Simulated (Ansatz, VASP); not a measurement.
## CdSe: VASP beside Ansatz

```
CELL_PARAMETERS angstrom
4.29850 0.00000 0.00000
-2.14925 3.72261 0.00000
0.00000 0.00000 7.01520
ATOMIC_POSITIONS crystal
Cd 0.66667 0.33333 0.00000
Cd 0.33333 0.66667 0.50000
Se 0.67970 0.29772 0.37500
Se 0.34637 0.63105 0.87500
```

Change from the starting cell: all Se atoms moved +0.188 Å, as atom 3 along Cartesian [1 -1 0].

Alike in both runs: task single point; functional PBE; k mesh 6 × 6 × 4; occupations gaussian, width 0.05 eV; no spin polarisation.

```csv
,VASP,Ansatz
version,VASP 6.6.1,Ansatz 0.2.0
potentials or method,"VASP PAW PBE potentials, release 64 (Cd, Se), cutoff 520 eV","scalar-relativistic, plane waves, PAW"
valence electrons in the cell,36,72
```

|  | VASP | Ansatz | Ansatz less VASP |
| --- | --- | --- | --- |
| gap on the k mesh at the Fermi level (eV) | 0.66 | 0.66 | +0.001 |
| least direct gap on the mesh (eV) | 0.66 | 0.66 | +0.001 |
| pressure (GPa) | 4.1 | 3.7 | -0.34 |
| traceless stress, the component that is largest in VASP (GPa) | 1.72 | 1.66 | -0.063 |
| rms of the force components (eV/Å) | 0.625 | 0.607 | -0.0180 |

Atom by atom the forces differ by 0.018 eV/Å (rms over components). The functional is the same, so the differences come from potentials, cutoffs and numerics. VASP's potentials hold 36 valence electrons a cell and Ansatz's 72, so a difference there can come from the potentials and not from the codes.
